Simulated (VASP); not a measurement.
# Ti (I4/mmm) in VASP: a series of runs

Runs on Ti. Level: PBEsol. Tasks: single point.

All numbers are computed with VASP 6.6.1; they aren't measurements. Logs are shortened: lines on timing, memory, paths and dates and some standing lists are left out, and cuts for length are marked.

**1. The cell of the first run**

The structure is tetragonal, space group I4/mmm (No. 139). Conventional cell: a = 3.105 Å, b = 3.105 Å, c = 2.882 Å, α = 90.00°, β = 90.00°, γ = 90.00°. Ti (site symmetry 4/mmm) has 14 Ti at 2.63 to 3.11 Å within 3.5 Å.

**2. Single point, PBEsol (volume 13.891 Å^3 an atom, c/a of the conventional cell 0.9280)**

File INCAR:

```
SYSTEM = Ti
  PREC = Accurate
  ENCUT = 520
  EDIFF = 1E-6
  ISMEAR = 0
  SIGMA = 0.15
  LREAL = .FALSE.
  LASPH = .TRUE.
  NELM = 60
  ALGO = Normal
  ISIF = 2
  LWAVE = .FALSE.
  LCHARG = .TRUE.
  GGA = PS
  LELF = .TRUE.
  LVHAR = .TRUE.
  NBANDS = 12
```

File KPOINTS:

```
regular mesh
0
G
  22 22 22
  0 0 0
```

File POSCAR:

```
Ti
1.0
   -1.5525366027      1.5525366027      1.4407539673
    1.5525366027     -1.5525366027      1.4407539673
    1.5525366027      1.5525366027     -1.4407539673
Ti
1
Direct
    0.0000000000      0.0000000000      0.0000000000
```

Potentials or basis: VASP PAW PBE potentials, release 64 (Ti_sv).

Run with:

```sh
$ cat potpaw_PBE.64/Ti_sv/POTCAR > POTCAR
$ mpirun -np 1 vasp_std > vasp.out
```

OUTCAR:

```text
SYSTEM = Ti
   PREC = Accurate
   ENCUT = 520
   EDIFF = 1E-6
   ISMEAR = 0
   LREAL = .FALSE.
   LASPH = .TRUE.
   NELM = 60
   ISIF = 2
   GGA = PS

 ion  position               nearest neighbor table
   1  0.000  0.000  0.000-

  LATTYP: Found a body centered tetragonal cell.
 ALAT       =     3.1050732054
 C/A-ratio  =     0.9280000000

  Lattice vectors:

 A1 = (  -1.5525366027,   1.5525366027,   1.4407539673)
 A2 = (   1.5525366027,  -1.5525366027,   1.4407539673)
 A3 = (   1.5525366027,   1.5525366027,  -1.4407539673)

Analysis of symmetry for initial positions (statically):
=====================================================================
 Subroutine PRICEL returns:
 Original cell was already a primitive cell.

 Routine SETGRP: Setting up the symmetry group for a
 body centered tetragonal supercell.

 Subroutine GETGRP returns: Found 16 space group operations
 (whereof 16 operations were pure point group operations)
 out of a pool of 16 trial point group operations.

The static configuration has the point symmetry D_4h.

Analysis of symmetry for dynamics (positions and initial velocities):
=====================================================================
 Subroutine PRICEL returns:
 Original cell was already a primitive cell.

 Routine SETGRP: Setting up the symmetry group for a
 body centered tetragonal supercell.

 Subroutine GETGRP returns: Found 16 space group operations
 (whereof 16 operations were pure point group operations)
 out of a pool of 16 trial point group operations.

The dynamic configuration has the point symmetry D_4h.

 Subroutine INISYM returns: Found 16 space group operations
 (whereof 16 operations are pure point group operations),
 and found     1 'primitive' translations

----------------------------------------------------------------------------------------

                                     Primitive cell

  volume of cell :      13.8910

  direct lattice vectors                    reciprocal lattice vectors
    -1.552536603  1.552536603  1.440753967     0.000000000  0.322053599  0.347040516
     1.552536603 -1.552536603  1.440753967     0.322053599  0.000000000  0.347040516
     1.552536603  1.552536603 -1.440753967     0.322053599  0.322053599  0.000000000

  length of vectors
     2.626121056  2.626121056  2.626121056     0.473450779  0.473450779  0.455452567

  position of ions in fractional coordinates (direct lattice)
     0.000000000  0.000000000  0.000000000

  ion indices of the primitive-cell ions
   primitive index   ion index
                 1           1

----------------------------------------------------------------------------------------

 KPOINTS: regular mesh

Automatic generation of k-mesh.
 Grid dimensions read from file:
 generate k-points for:   22   22   22

 Generating k-lattice:

  Cartesian coordinates                     Fractional coordinates (reciprocal lattice)
     0.000000000  0.014638800  0.015774569     0.045454545  0.000000000  0.000000000
     0.014638800  0.000000000  0.015774569     0.000000000  0.045454545  0.000000000
     0.014638800  0.014638800  0.000000000     0.000000000  0.000000000  0.045454545

  Length of vectors
     0.021520490  0.021520490  0.020702389

  Shift w.r.t. Gamma in fractional coordinates (k-lattice)
     0.000000000  0.000000000  0.000000000

 Subroutine IBZKPT returns following result:
 ===========================================

 Found    834 irreducible k-points:

 Following reciprocal coordinates:
            Coordinates               Weight
  0.000000  0.000000  0.000000      1.000000
  0.045455 -0.000000  0.000000      8.000000
  0.090909 -0.000000  0.000000      8.000000
  0.136364  0.000000  0.000000      8.000000
  0.181818  0.000000  0.000000      8.000000
  0.227273  0.000000 -0.000000      8.000000
[... 16 lines left out ...]
  0.500000  0.045455 -0.000000     16.000000
 -0.454545  0.045455  0.000000     16.000000
 [... further k-points ...]
   k-points           NKPTS =    834   k-points in BZ     NKDIM =    834   number of bands    NBANDS=     12
   number of dos      NEDOS =    301   number of ions     NIONS =      1
   total plane-waves  NPLWV =   8000
   dimension x,y,z NGX =    20 NGY =   20 NGZ =   20
   dimension x,y,z NGXF=    40 NGYF=   40 NGZF=   40
   ions per type =               1
   NGX,Y,Z   is equivalent  to a cutoff of  12.66, 12.66, 12.66 a.u.
   NGXF,Y,Z  is equivalent  to a cutoff of  25.32, 25.32, 25.32 a.u.
 SYSTEM =  Ti
   PREC   = accura    normal or accurate (medium, high low for compatibility)
   ISTART =      0    job   : 0-new  1-cont  2-samecut
   ICHARG =      2    charge: 1-file 2-atom 10-const
   ISPIN  =      1    spin polarized calculation?
   LNONCOLLINEAR =      F non collinear calculations
   LSORBIT =      F    spin-orbit coupling
   LASPH  =      T    aspherical Exc in radial PAW
   ENCUT  =  520.0 eV  38.22 Ry    6.18 a.u.   4.88  4.88  4.88*2*pi/ulx,y,z
   NELM   =     60;   NELMIN=  2; NELMDL= -5     # of ELM steps
   EDIFF  = 0.1E-05   stopping-criterion for ELM
   LREAL  =      F    real-space projection
   EDIFFG = 0.1E-04   stopping-criterion for IOM
   NSW    =      0    number of steps for IOM
   IBRION =     -1    ionic relax: 0-MD 1-quasi-New 2-CG
   NFREE  =      0    steps in history (QN), initial steepest desc. (CG)
   ISIF   =      2    stress and relaxation
   ISYM   =      2    0-nonsym 1-usesym 2-fastsym
   POTIM  = 0.5000    time-step for ionic-motion
   TEBEG  =    0.0;   TEEND  =   0.0 temperature during run
   PSTRESS=    0.0 pullay stress
   NELECT =      12.0000    total number of electrons
   NUPDOWN=      -1.0000    fix difference up-down
   EMIN   =  10.00;   EMAX   =-10.00  energy-range for DOS
   EFERMI =   0.00;   METHOD = LEGACY
   ISMEAR =     0;   SIGMA  =   0.15  broadening in eV -4-tet -1-fermi 0-gaus
   EFERMI_NEDOS =   21; number of points for ismear=-14 and -15
   IALGO  =     38    algorithm
   IMIX   =      4    mixing-type and parameters
     AMIX     =   0.40;   BMIX     =  1.00
     AMIX_MAG =   1.60;   BMIX_MAG =  1.00
  volume/ion in A,a.u.               =      13.89        93.74
  Fermi-wavevector in a.u.,A,eV,Ry     =   1.559160  2.946386 33.075498  2.430981
  Thomas-Fermi vector in A             =   2.662559
   LORBIT       =      0    0 simple, 1 ext, 2 COOP (PROOUT), +10 PAW based schemes
   GGA     = PS    functional components
   LHFCALC =     F    Hartree Fock is set to
   AEXX    =    0.0000 exact exchange contribution
   IVDW    =     0    specifies the selected vdW correction
   LEPSILON=     F    determine dielectric tensor
   LRPA    =     F    only Hartree local field effects (RPA)
 non-spin polarized calculation
 Gauss-broadening in eV      SIGMA  =   0.15
  energy-cutoff  :      520.00
  volume of cell :       13.89
 maximum number of plane-waves:       390
   NGX =  9   NGY =  9   NGZ =  9

 number of electron      11.9999996 magnetization

 Free energy of the ion-electron system (eV)
  ---------------------------------------------------
  ext. energy  EPLUGINS =         0.00000000
  ---------------------------------------------------
  free energy    TOTEN  =        -8.06580478 eV

  energy without entropy =       -8.04715900  energy(sigma->0) =       -8.05648189

 E-fermi :  10.5081     XC(G=0): -12.7405

 val. band max:       10.5069361641   @ k =  -0.4091   0.5000   0.0455
 cond. band min:      10.5091933658   @ k =   0.3636   0.2727   0.0000
 fundamental gap:      0.0022572017
 Fermi energy:        10.5081119429

 k-point     1 :       0.0000    0.0000    0.0000
  band No.  band energies     occupation
      1     -45.4543      2.00000
      2     -21.0198      2.00000
      3     -21.0198      2.00000
      4     -21.0092      2.00000
      5       4.1490      2.00000
      6      11.1724      0.00000
      7      11.9162      0.00000
      8      11.9162      0.00000
      9      13.4518      0.00000
     10      14.3464      0.00000
     11      29.0487      0.00000
     12      29.0487      0.00000

 k-point     2 :       0.0455   -0.0000    0.0000
  band No.  band energies     occupation
      1     -45.4478      2.00000
      2     -21.0446      2.00000
      3     -21.0287      2.00000
      4     -21.0153      2.00000
      5       4.2407      2.00000
      6      11.1871      0.00000
      7      11.8970      0.00000
      8      11.9208      0.00000
      9      13.4526      0.00000
     10      14.2983      0.00000
     11      29.0861      0.00000
     12      29.1633      0.00000

 k-point     3 :       0.0909   -0.0000    0.0000
  band No.  band energies     occupation
      1     -45.4286      2.00000
      2     -21.1300      2.00000
      3     -21.0547      2.00000
      4     -21.0196      2.00000
      5       4.5095      2.00000
      6      11.1769      0.00000
      7      11.8254      0.00000
      8      11.9936      0.00000
      9      13.4622      0.00000
     10      14.1818      0.00000
     11      29.1537      0.00000
     12      29.4945      0.00000
[... 286 lines left out ...]
 k-point    23 :       0.5000    0.0455   -0.0000
  band No.  band energies     occupation
      1     -45.1223      2.00000
      2     -22.3644      2.00000
      3     -21.4518      2.00000
      4     -21.0847      2.00000
      5       7.4311      2.00000
      6       9.5340      2.00000
      7      12.5651      0.00000
      8      14.0114      0.00000
      9      14.8803      0.00000
     10      16.1842      0.00000
     11      22.3189      0.00000
     12      25.3145      0.00000

 k-point    24 :      -0.4545    0.0455    0.0000
  band No.  band energies     occupation
      1     -45.1364      2.00000
      2     -22.3118      2.00000
      3     -21.4352      2.00000
      4     -21.0810      2.00000
      5       7.4472      2.00000
      6       9.6051      2.00000
      7      12.2071      0.00000
      8      14.0205      0.00000
      9      14.7404      0.00000
     10      15.9282      0.00000
     11      22.8732      0.00000
     12      25.5648      0.00000

 [... further k-points ...]
[... 5 lines left out ...]
  --------------------------------------------------------------------------------------
  -------------------------------------------------------------------------------------
  Total        2.2764200      2.2764200      2.0866012      0.0000000      0.0000000     -0.0000000
  in kB      262.5605431    262.5605431    240.6669907      0.0000000      0.0000000     -0.0000000
  external PRESSURE =     255.2626923 kB  Pullay stress =       0.0000000 kB

 VOLUME and BASIS-vectors are now :
 -----------------------------------------------------------------------------
  energy-cutoff  :      520.00
  volume of cell :       13.89
      direct lattice vectors                 reciprocal lattice vectors
    -1.552536603  1.552536603  1.440753967     0.000000000  0.322053599  0.347040516
     1.552536603 -1.552536603  1.440753967     0.322053599  0.000000000  0.347040516
     1.552536603  1.552536603 -1.440753967     0.322053599  0.322053599  0.000000000

 POSITION                                       TOTAL-FORCE (eV/Angst)
 -----------------------------------------------------------------------------------
      0.00000      0.00000      0.00000         0.000000     -0.000000     -0.000000
 -----------------------------------------------------------------------------------
    total drift:                                0.000000     -0.000000      0.000000

  FREE ENERGIE OF THE ION-ELECTRON SYSTEM (eV)
  ---------------------------------------------------
  free  energy   TOTEN  =        -8.0658047832 eV

  energy  without entropy=       -8.0471589978  energy(sigma->0) =       -8.05648189
```

It took 56 s on 1 thread of AMD EPYC 9R45 (Zen 5), shared host; peak memory 0.21 GiB.

Results:

```
Free energy            : -8.0658 eV
Pressure               : 25.5 GPa
Band gap on the k mesh : zero (band 6 reaches 11.55 eV, above the bottom of band 7 at 9.72 eV)
```

Caveat: the PAW data sets were made with another functional, which shifts forces and pressure a little.

**3. Single point, PBEsol (volume 18.300 Å^3 an atom, c/a of the conventional cell 1.2513)**

File INCAR:

```
SYSTEM = Ti
PREC = Accurate ; ENCUT = 520
EDIFF = 1E-7 ; ISMEAR = 0
SIGMA = 0.15 ; LREAL = .False.
LASPH = .True. ; NELM = 80
ALGO = Fast ; ISIF = 2
LWAVE = .False. ; LCHARG = .True.
GGA = PS ; LELF = .True.
LVHAR = .True. ; NBANDS = 12
```

File KPOINTS:

```
Automatic mesh
0
Gamma
  22 22 22
  0 0 0
```

File POSCAR:

```
Ti
1.0
   -1.5405526709      1.5405526709      1.9276935571
    1.5405526709     -1.5405526709      1.9276935571
    1.5405526709      1.5405526709     -1.9276935571
Ti
1
Direct
    0.0000000000      0.0000000000      0.0000000000
```

Potentials or basis: VASP PAW PBE potentials, release 64 (Ti_sv).

Run with:

```sh
$ cat potpaw_PBE.64/Ti_sv/POTCAR > POTCAR
$ mpirun -np 1 vasp_std > vasp.out
```

Wall time 2 min (1 thread of Intel Xeon 6975P-C (Granite Rapids), shared host); peak memory 0.28 GiB.

Results (log left out):

```
Free energy            : -8.2263 eV
Pressure               : -9.2 GPa
Band gap on the k mesh : zero (band 6 reaches 8.31 eV, above the bottom of band 7 at 6.95 eV)
```

Stress tensor (GPa, compression positive):
```
-10.21   0.00   0.00
  0.00 -10.21   0.00
  0.00   0.00  -7.16
```

Levels at points of the mesh, in eV from the Fermi level:
```csv
k point,band 2,band 3,band 4,band 5,band 6,band 7,band 8,band 9,band 10,band 11
"(0.00, 0.00, 0.00)",-32.55,-32.55,-32.54,-5.93,0.67,0.67,1.48,1.84,2.75,15.25
"(0.50, 0.00, 0.00)",-33.12,-32.67,-32.57,-2.44,0.27,0.60,1.32,3.15,3.61,7.73
"(0.50, 0.50, 0.00)",-33.09,-32.76,-32.66,-2.41,-1.36,1.97,3.27,3.32,3.88,9.27
"(0.50, 0.50, 0.50)",-33.06,-32.83,-32.83,-2.29,-1.72,3.38,3.66,3.66,4.23,10.01
```

Caveat: the PAW data sets were made with another functional, which shifts forces and pressure a little.

**4. Single point, PBEsol (volume 19.182 Å^3 an atom, c/a of the conventional cell 1.5658)**

File INCAR:

```
SYSTEM = Ti
ALGO = Fast ; EDIFF = 1E-6
ENCUT = 520 ; GGA = PS
ISIF = 2 ; ISMEAR = 0
LASPH = .True. ; LCHARG = .False.
LREAL = .False. ; LWAVE = .False.
NBANDS = 12 ; NELM = 100
PREC = Accurate ; SIGMA = 0.15
```

File KPOINTS:

```
k-points
0
Gamma
  22 22 22
  0 0 0
```

File POSCAR:

```
Ti
1.0
   -1.4522204078      1.4522204078      2.2738867146
    1.4522204078     -1.4522204078      2.2738867146
    1.4522204078      1.4522204078     -2.2738867146
Ti
1
Direct
    0.0000000000      0.0000000000      0.0000000000
```

Run with:

```sh
$ cat potpaw_PBE.64/Ti_sv/POTCAR > POTCAR
$ mpirun -np 1 vasp_std > vasp.out
```

It took 91 s on 1 thread of Intel Xeon 6975P-C (Granite Rapids), shared host; peak memory 0.29 GiB.

It converged, with:

| Item | Value |
| --- | --- |
| Free energy | -8.1700 eV |
| Pressure | -12.7 GPa |
| Band gap on the k mesh | zero (band 6 reaches 7.68 eV, above the bottom of band 7 at 6.54 eV) |

Stress tensor (GPa, compression positive):
```
-11.63   0.00   0.00
  0.00 -11.63   0.00
  0.00   0.00 -14.75
```

Levels at points of the mesh, in eV from the Fermi level:
```
           k point  band 4  band 5  band 6  band 7  band 8  band 9
(0.00, 0.00, 0.00)  -32.67   -5.81    0.36    1.13    1.13    1.76
(0.50, 0.00, 0.00)  -32.70   -2.34    0.37    0.50    1.12    3.05
(0.50, 0.50, 0.00)  -32.83   -2.20   -1.43    3.08    3.09    3.13
(0.50, 0.50, 0.50)  -32.79   -2.31   -1.34    1.42    3.23    3.40
```

Caveat: the PAW data sets were made with another functional, which shifts forces and pressure a little.

(Part 1 of 2 ends here.)
